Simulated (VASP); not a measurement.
Wanted: the native input for a VASP 6.6.1 run.

| Item | Value |
| --- | --- |
| Task | single point |
| Functional | BLYP |
| Dispersion | D4 |
| Potentials or basis | VASP PAW PBE potentials, release 64 (Pb_d, S) |
| Cutoff | 520 eV |
| k mesh | 7 × 7 × 6 |
| Occupations | fermi-dirac, width 0.05 eV |
| Spin | no spin polarisation |
| Dipole correction | no |
| Further INCAR settings | ALGO = Normal; EDIFF = 1e-07; NBANDS = 28 |

The structure of PbS lies in POSCAR:

```
PbS
1.0
    2.0937276176     -6.0309754840      0.0000000000
    2.0937276176      6.0309754840      0.0000000000
    0.0000000000      0.0000000000      4.3076616397
Pb S
2 2
Direct
    0.1305633500      0.8694366500      0.2500000000
    0.8694366500      0.1305633500      0.7500000000
    0.3547970900      0.6452029100      0.2500000000
    0.6452029100      0.3547970900      0.7500000000
```

The input as run:

INCAR

```
SYSTEM = PbS
PREC = Accurate
ENCUT = 520
EDIFF = 1E-7
ISMEAR = -1
SIGMA = 0.05
LREAL = .FALSE.
LASPH = .TRUE.
NELM = 60
ALGO = Normal
ISIF = 2
LWAVE = .FALSE.
LCHARG = .FALSE.
GGA = B5
ALDAX = 1.0
AGGAX = 1.0
AGGAC = 1.0
ALDAC = 0.0
IVDW = 13
VDW_S6 = 1.0
VDW_S8 = 2.34076671
VDW_A1 = 0.44488865
VDW_A2 = 4.0933009
NBANDS = 28
```

KPOINTS

```
Automatic mesh
0
G
  7 7 6
  0 0 0
```

Potentials or basis: VASP PAW PBE potentials, release 64 (Pb_d, S).

Run with:

```bash
$ cat potpaw_PBE.64/Pb_d/POTCAR potpaw_PBE.64/S/POTCAR > POTCAR
$ mpirun -np 1 vasp_std > vasp.out
```

It gave:

- Pressure: 0.8 GPa
- Largest force: 0.124 eV/Å
- Band gap on the k mesh: 1.33 eV (least direct gap 1.48 eV)
- Dispersion energy per atom: -0.691 eV

Caveat: the PAW data sets were made with another functional, which shifts forces and pressure a little; spin-orbit coupling is left out, which moves the levels of the heavy elements; an odd mesh through Γ misses points on the zone boundary, where band edges can lie.

It took 2 min on 1 thread of Intel(R) Xeon(R) 6975P-C (Granite Rapids), with other jobs on the host, peak memory 0.34 GiB.
